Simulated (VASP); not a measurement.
# Pb (Im-3m) in VASP: a series of runs

Pb is run at these levels: LDA; tasks: single point.

Program: VASP 6.6.1. These are calculated values, not measurements. Logs are shortened: lines on timing, memory, paths and dates and some standing lists are left out, and cuts for length are marked.

## Step 1: The cell of the first run

The structure is cubic, space group Im-3m (No. 229). Conventional cell: a = 3.869 Å, b = 3.869 Å, c = 3.869 Å, α = 90.00°, β = 90.00°, γ = 90.00°. Pb (site symmetry m-3m) has 14 Pb at 3.35 to 3.87 Å within 4.4 Å.

## Step 2: Single point, LDA

The input, INCAR:

```
ALGO = Normal
EDIFF = 1E-6
ENCUT = 520
GGA = CA
ISIF = 2
ISMEAR = -1
LASPH = T
LCHARG = F
LREAL = F
LWAVE = F
NBANDS = 13
NELM = 60
PREC = Accurate
SIGMA = 0.1
```

The input, KPOINTS:

```
k-points
0
Gamma
  11 11 11
```

The input, POSCAR:

```
Pb
1.0
   -1.9343387524      1.9343387524      1.9343387524
    1.9343387524     -1.9343387524      1.9343387524
    1.9343387524      1.9343387524     -1.9343387524
Pb
1
Direct
    0.0000000000      0.0000000000      0.0000000000
```

Potentials or basis: VASP PAW LDA potentials, release 64 (Pb_d).

Run with:

```console
$ cat potpaw_LDA.64/Pb_d/POTCAR > POTCAR
$ mpirun -np 1 vasp_std > vasp.out
```

OUTCAR:

```text
EDIFF = 1E-6
   ENCUT = 520
   GGA = CA
   ISIF = 2
   ISMEAR = -1
   LASPH = T
   LREAL = F
   NELM = 60
   PREC = Accurate

 ion  position               nearest neighbor table
   1  0.000  0.000  0.000-

  LATTYP: Found a body centered cubic cell.
 ALAT       =     3.8686775048

  Lattice vectors:

 A1 = (  -1.9343387524,   1.9343387524,   1.9343387524)
 A2 = (   1.9343387524,  -1.9343387524,   1.9343387524)
 A3 = (   1.9343387524,   1.9343387524,  -1.9343387524)

Analysis of symmetry for initial positions (statically):
=====================================================================
 Subroutine PRICEL returns:
 Original cell was already a primitive cell.

 Routine SETGRP: Setting up the symmetry group for a
 body centered cubic supercell.

 Subroutine GETGRP returns: Found 48 space group operations
 (whereof 48 operations were pure point group operations)
 out of a pool of 48 trial point group operations.

The static configuration has the point symmetry O_h .

Analysis of symmetry for dynamics (positions and initial velocities):
=====================================================================
 Subroutine PRICEL returns:
 Original cell was already a primitive cell.

 Routine SETGRP: Setting up the symmetry group for a
 body centered cubic supercell.

 Subroutine GETGRP returns: Found 48 space group operations
 (whereof 48 operations were pure point group operations)
 out of a pool of 48 trial point group operations.

The dynamic configuration has the point symmetry O_h .

 Subroutine INISYM returns: Found 48 space group operations
 (whereof 48 operations are pure point group operations),
 and found     1 'primitive' translations

----------------------------------------------------------------------------------------

                                     Primitive cell

  volume of cell :      28.9506

  direct lattice vectors                    reciprocal lattice vectors
    -1.934338752  1.934338752  1.934338752     0.000000000  0.258486265  0.258486265
     1.934338752 -1.934338752  1.934338752     0.258486265  0.000000000  0.258486265
     1.934338752  1.934338752 -1.934338752     0.258486265  0.258486265  0.000000000

  length of vectors
     3.350372998  3.350372998  3.350372998     0.365554782  0.365554782  0.365554782

  position of ions in fractional coordinates (direct lattice)
     0.000000000  0.000000000  0.000000000

  ion indices of the primitive-cell ions
   primitive index   ion index
                 1           1

----------------------------------------------------------------------------------------

 KPOINTS: k-points

Automatic generation of k-mesh.
 Grid dimensions read from file:
 generate k-points for:   11   11   11

 Generating k-lattice:

  Cartesian coordinates                     Fractional coordinates (reciprocal lattice)
     0.000000000  0.023498751  0.023498751     0.090909091  0.000000000  0.000000000
     0.023498751  0.000000000  0.023498751     0.000000000  0.090909091  0.000000000
     0.023498751  0.023498751  0.000000000     0.000000000  0.000000000  0.090909091

  Length of vectors
     0.033232253  0.033232253  0.033232253

  Shift w.r.t. Gamma in fractional coordinates (k-lattice)
     0.000000000  0.000000000  0.000000000

 Subroutine IBZKPT returns following result:
 ===========================================

 Found     56 irreducible k-points:

 Following reciprocal coordinates:
            Coordinates               Weight
  0.000000  0.000000  0.000000      1.000000
  0.090909  0.000000  0.000000     12.000000
  0.181818  0.000000  0.000000     12.000000
  0.272727  0.000000  0.000000     12.000000
  0.363636  0.000000  0.000000     12.000000
  0.454545  0.000000  0.000000     12.000000
[... 16 lines left out ...]
  0.272727  0.181818  0.090909     48.000000
  0.363636  0.181818  0.090909     24.000000
 [... further k-points ...]
   k-points           NKPTS =     56   k-points in BZ     NKDIM =     56   number of bands    NBANDS=     13
   number of dos      NEDOS =    301   number of ions     NIONS =      1
   total plane-waves  NPLWV =  21952
   dimension x,y,z NGX =    28 NGY =   28 NGZ =   28
   dimension x,y,z NGXF=    56 NGYF=   56 NGZF=   56
   ions per type =               1
   NGX,Y,Z   is equivalent  to a cutoff of  13.89, 13.89, 13.89 a.u.
   NGXF,Y,Z  is equivalent  to a cutoff of  27.79, 27.79, 27.79 a.u.
 SYSTEM =  unknown system
   PREC   = accura    normal or accurate (medium, high low for compatibility)
   ISTART =      0    job   : 0-new  1-cont  2-samecut
   ICHARG =      2    charge: 1-file 2-atom 10-const
   ISPIN  =      1    spin polarized calculation?
   LNONCOLLINEAR =      F non collinear calculations
   LSORBIT =      F    spin-orbit coupling
   LASPH  =      T    aspherical Exc in radial PAW
   ENCUT  =  520.0 eV  38.22 Ry    6.18 a.u.   6.23  6.23  6.23*2*pi/ulx,y,z
   NELM   =     60;   NELMIN=  2; NELMDL= -5     # of ELM steps
   EDIFF  = 0.1E-05   stopping-criterion for ELM
   LREAL  =      F    real-space projection
   EDIFFG = 0.1E-04   stopping-criterion for IOM
   NSW    =      0    number of steps for IOM
   IBRION =     -1    ionic relax: 0-MD 1-quasi-New 2-CG
   NFREE  =      0    steps in history (QN), initial steepest desc. (CG)
   ISIF   =      2    stress and relaxation
   ISYM   =      2    0-nonsym 1-usesym 2-fastsym
   POTIM  = 0.5000    time-step for ionic-motion
   TEBEG  =    0.0;   TEEND  =   0.0 temperature during run
   PSTRESS=    0.0 pullay stress
   NELECT =      14.0000    total number of electrons
   NUPDOWN=      -1.0000    fix difference up-down
   EMIN   =  10.00;   EMAX   =-10.00  energy-range for DOS
   EFERMI =   0.00;   METHOD = LEGACY
   ISMEAR =    -1;   SIGMA  =   0.10  broadening in eV -4-tet -1-fermi 0-gaus
   EFERMI_NEDOS =   21; number of points for ismear=-14 and -15
   IALGO  =     38    algorithm
   IMIX   =      4    mixing-type and parameters
     AMIX     =   0.40;   BMIX     =  1.00
     AMIX_MAG =   1.60;   BMIX_MAG =  1.00
  volume/ion in A,a.u.               =      28.95       195.37
  Fermi-wavevector in a.u.,A,eV,Ry     =   1.284986  2.428271 22.465782  1.651188
  Thomas-Fermi vector in A             =   2.417147
   LORBIT       =      0    0 simple, 1 ext, 2 COOP (PROOUT), +10 PAW based schemes
   GGA     = CA    functional components
   LHFCALC =     F    Hartree Fock is set to
   AEXX    =    0.0000 exact exchange contribution
   IVDW    =     0    specifies the selected vdW correction
   LEPSILON=     F    determine dielectric tensor
   LRPA    =     F    only Hartree local field effects (RPA)
 non-spin polarized calculation
  energy-cutoff  :      520.00
  volume of cell :       28.95
 maximum number of plane-waves:       794
 NGX is ok and might be reduce to    28
   NGX = 13   NGY = 13   NGZ = 13

 number of electron      13.9999998 magnetization

 Free energy of the ion-electron system (eV)
  ---------------------------------------------------
  ext. energy  EPLUGINS =         0.00000000
  ---------------------------------------------------
  free energy    TOTEN  =        -4.22901229 eV

  energy without entropy =       -4.21371403  energy(sigma->0) =       -4.22136316

 E-fermi :   7.5747     XC(G=0): -10.6811

 val. band max:        7.5711178901   @ k =   0.3636   0.1818   0.0909
 cond. band min:       7.6314282692   @ k =   0.1818   0.1818   0.0000
 fundamental gap:      0.0603103791
 Fermi energy:         7.5747247858

 k-point     1 :       0.0000    0.0000    0.0000
  band No.  band energies     occupation
      1      -9.5687      2.00000
      2      -9.5687      2.00000
      3      -9.5687      2.00000
      4      -9.2909      2.00000
      5      -9.2909      2.00000
      6      -4.5493      2.00000
      7      15.5291      0.00000
      8      15.5291      0.00000
      9      15.5291      0.00000
     10      18.7674      0.00000
     11      18.7674      0.00000
     12      18.7674      0.00000
     13      20.2834      0.00000

 k-point     2 :       0.0909    0.0000    0.0000
  band No.  band energies     occupation
      1      -9.5767      2.00000
      2      -9.5595      2.00000
      3      -9.5348      2.00000
      4      -9.2997      2.00000
      5      -9.2916      2.00000
      6      -4.3728      2.00000
      7      13.8496      0.00000
      8      14.9389      0.00000
      9      15.2722      0.00000
     10      17.8906      0.00000
     11      18.4208      0.00000
     12      18.6540      0.00000
     13      21.0656      0.00000

 k-point     3 :       0.1818    0.0000    0.0000
  band No.  band energies     occupation
      1      -9.5981      2.00000
      2      -9.5418      2.00000
      3      -9.4425      2.00000
      4      -9.3191      2.00000
      5      -9.2933      2.00000
      6      -3.8418      2.00000
      7      10.9325      0.00000
      8      13.7346      0.00000
      9      14.5912      0.00000
     10      16.8850      0.00000
     11      17.8259      0.00000
     12      18.8823      0.00000
     13      21.4775      0.00000

 k-point     4 :       0.2727    0.0000    0.0000
  band No.  band energies     occupation
      1      -9.6259      2.00000
      2      -9.5384      2.00000
      3      -9.3296      2.00000
      4      -9.3185      2.00000
      5      -9.2954      2.00000
      6      -2.9632      2.00000
      7       8.0405      0.01880
      8      12.5441      0.00000
      9      13.8100      0.00000
     10      16.1643      0.00000
     11      17.3221      0.00000
     12      19.6452      0.00000
     13      21.7816      0.00000

 k-point     5 :       0.3636    0.0000    0.0000
  band No.  band energies     occupation
      1      -9.6515      2.00000
      2      -9.5570      2.00000
      3      -9.3216      2.00000
      4      -9.2970      2.00000
      5      -9.2012      2.00000
      6      -1.7930      2.00000
      7       5.4737      2.00000
      8      11.6435      0.00000
      9      13.1958      0.00000
     10      15.7143      0.00000
     11      16.9801      0.00000
     12      20.7338      0.00000
     13      22.1265      0.00000
[... 257 lines left out ...]
 k-point    22 :       0.1818    0.1818    0.0909
  band No.  band energies     occupation
      1      -9.6028      2.00000
      2      -9.5454      2.00000
      3      -9.3157      2.00000
      4      -9.3054      2.00000
      5      -9.2539      2.00000
      6      -1.6464      2.00000
      7       6.3855      1.99999
      8       9.2291      0.00000
      9      10.6890      0.00000
     10      20.0123      0.00000
     11      20.2852      0.00000
     12      21.4845      0.00000
     13      22.6753      0.00000

 k-point    23 :       0.2727    0.1818    0.0909
  band No.  band energies     occupation
      1      -9.6087      2.00000
      2      -9.5096      2.00000
      3      -9.3103      2.00000
      4      -9.3065      2.00000
      5      -9.2425      2.00000
      6      -0.5691      2.00000
      7       5.0186      2.00000
      8       7.9766      0.03531
      9      10.1383      0.00000
     10      19.8417      0.00000
     11      21.3260      0.00000
     12      21.7437      0.00000
     13      23.3698      0.00000

 k-point    24 :       0.3636    0.1818    0.0909
  band No.  band energies     occupation
      1      -9.6113      2.00000
      2      -9.4934      2.00000
      3      -9.3083      2.00000
      4      -9.3015      2.00000
      5      -9.2460      2.00000
      6       0.0167      2.00000
      7       4.3063      2.00000
      8       7.5711      1.01803
      9       9.9612      0.00000
     10      19.7338      0.00000
     11      21.5876      0.00000
     12      22.5247      0.00000
     13      22.6223      0.00000

 [... further k-points ...]

------------------------ aborting loop because EDIFF is reached ----------------------------------------

  FORCE on cell =-STRESS in cart. coord.  units (eV):
  Direction    XX          YY          ZZ          XY          YZ          ZX
  --------------------------------------------------------------------------------------
  -------------------------------------------------------------------------------------
  Total        0.0059997      0.0059997      0.0059997     -0.0000000      0.0000000      0.0000000
  in kB        0.3320332      0.3320332      0.3320332     -0.0000000      0.0000000      0.0000000
  external PRESSURE =       0.3320332 kB  Pullay stress =       0.0000000 kB

 VOLUME and BASIS-vectors are now :
 -----------------------------------------------------------------------------
  energy-cutoff  :      520.00
  volume of cell :       28.95
      direct lattice vectors                 reciprocal lattice vectors
    -1.934338752  1.934338752  1.934338752     0.000000000  0.258486265  0.258486265
     1.934338752 -1.934338752  1.934338752     0.258486265  0.000000000  0.258486265
     1.934338752  1.934338752 -1.934338752     0.258486265  0.258486265  0.000000000

 POSITION                                       TOTAL-FORCE (eV/Angst)
 -----------------------------------------------------------------------------------
      0.00000      0.00000      0.00000        -0.000000      0.000000     -0.000000
 -----------------------------------------------------------------------------------
    total drift:                               -0.000000     -0.000000     -0.000000

  FREE ENERGIE OF THE ION-ELECTRON SYSTEM (eV)
  ---------------------------------------------------
  free  energy   TOTEN  =        -4.2290122940 eV

  energy  without entropy=       -4.2137140273  energy(sigma->0) =       -4.22136316
```

It took 8.9 s on 1 thread of Intel Xeon Platinum 8488C (Sapphire Rapids), shared host; peak memory 0.15 GiB.

What came out:

```
Free energy            : -4.2290 eV
Pressure               : 0.0 GPa
Band gap on the k mesh : zero (band 7 reaches 15.53 eV, above the bottom of band 8 at 5.43 eV)
```

Caveat: spin-orbit coupling is left out, which moves the levels of the heavy elements.

## Step 3: Single point, LDA (volume scaled by 0.88)

The input, INCAR:

```
PREC = Accurate ; ENCUT = 520
EDIFF = 1E-6 ; ISMEAR = -1
SIGMA = 0.1 ; LREAL = F
LASPH = T ; NELM = 100
ALGO = Normal ; ISIF = 2
LWAVE = F ; LCHARG = T
LELF = T ; LVHAR = T
NBANDS = 13
```

The input, KPOINTS:

```
Automatic mesh
0
Gamma
  13 13 13
```

The input, POSCAR:

```
Pb
1.0
   -1.8536458217      1.8536458217      1.8536458217
    1.8536458217     -1.8536458217      1.8536458217
    1.8536458217      1.8536458217     -1.8536458217
Pb
1
Direct
    0.0000000000      0.0000000000      0.0000000000
```

Potentials or basis: VASP PAW LDA potentials, release 64 (Pb_d).

Run with:

```console
$ cat potpaw_LDA.64/Pb_d/POTCAR > POTCAR
$ mpirun -np 1 vasp_std > vasp.out
```

It took 7.6 s on 1 thread of Intel Xeon Platinum 8488C (Sapphire Rapids), shared host; peak memory 0.14 GiB.

Results (log left out):

```
Free energy            : -4.1387 eV
Pressure               : 9.2 GPa
Band gap on the k mesh : zero (band 7 reaches 18.42 eV, above the bottom of band 8 at 6.76 eV)
```

Levels at points of the mesh, in eV from the Fermi level:
```tsv
k point	band 4	band 5	band 6	band 7	band 8	band 9	band 10	band 11
(0.00, 0.00, 0.00)	-16.89	-16.89	-13.08	9.27	9.27	9.27	11.36	11.36
```

Caveat: spin-orbit coupling is left out, which moves the levels of the heavy elements.
